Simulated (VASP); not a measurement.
Crystal: Si4C.

```
CELL_PARAMETERS angstrom
-3.81000 3.81000 2.41000
3.81000 -3.81000 2.41000
3.81000 3.81000 -2.41000
ATOMIC_POSITIONS crystal
Si 0.40000 0.80000 0.20000
Si 0.20000 0.40000 0.60000
Si 0.15000 0.05000 0.70000
Si 0.60000 0.20000 0.80000
Si 0.55000 0.85000 0.90000
Si 0.80000 0.60000 0.40000
Si 0.35000 0.45000 0.30000
Si 0.95000 0.65000 0.10000
C 0.75000 0.25000 0.50000
C 0.00000 0.00000 0.00000
```

* Program: VASP 6.6.1
* Task: relaxation of cell and atoms
* Functional: PBE
* Potentials or basis: VASP PAW PBE potentials, release 64 (Si, C)
* Cutoff: 600 eV
* k mesh: 4 × 4 × 4
* Occupations: gaussian, width 0.2 eV
* Spin: no spin polarisation

At the start: pressure 32.0 GPa; volume 13.99 Å³/atom.

Q: Where does the relaxation end?

A: Over 11 steps the energy falls by 688.8 meV/atom and the volume is 15.86 Å³/atom (+13.3 %); space group I4_1/a (No. 88, to 0.1 Å) before and after.

Step by step:
| step | energy change (eV) | largest force (eV/Å) | pressure (GPa) | volume (Å³) |
| --- | --- | --- | --- | --- |
| 1 | 0.0000 | 5.6771 | 32.03 | 139.94 |
| 2 | -3.5338 | 0.7785 | -17.23 | 204.58 |
| 3 | -5.9689 | 1.2141 | -8.58 | 173.82 |
| 4 | -5.9857 | 1.3466 | -7.56 | 172.02 |
| 5 | -5.9860 | 1.4220 | -6.98 | 171.05 |
| 6 | -6.8066 | 0.3714 | 0.11 | 158.85 |
| 7 | -6.8099 | 0.3534 | 0.72 | 158.09 |
| 8 | -6.8502 | 0.2492 | 0.12 | 158.98 |
| 9 | -6.8723 | 0.1979 | -0.72 | 160.29 |
| 10 | -6.8879 | 0.0870 | 0.34 | 158.78 |
| 11 | -6.8881 | 0.0772 | 0.48 | 158.58 |

Final structure:
```
CELL_PARAMETERS angstrom
-3.97077 3.97077 2.51444
3.97077 -3.97077 2.51444
3.97077 3.97077 -2.51444
ATOMIC_POSITIONS crystal
Si 0.45117 0.85700 0.22814
Si 0.14300 0.37114 0.59417
Si 0.12114 0.02697 0.72814
Si 0.62886 0.22303 0.77186
Si 0.60700 0.87886 0.90583
Si 0.77697 0.54883 0.40583
Si 0.29883 0.39300 0.27186
Si 0.97303 0.70117 0.09417
C 0.75000 0.25000 0.50000
C 0.00000 0.00000 0.00000
```

Caveat: the relaxation stopped at a loose force limit of 0.08 eV/Å, so its end isn't a converged minimum.
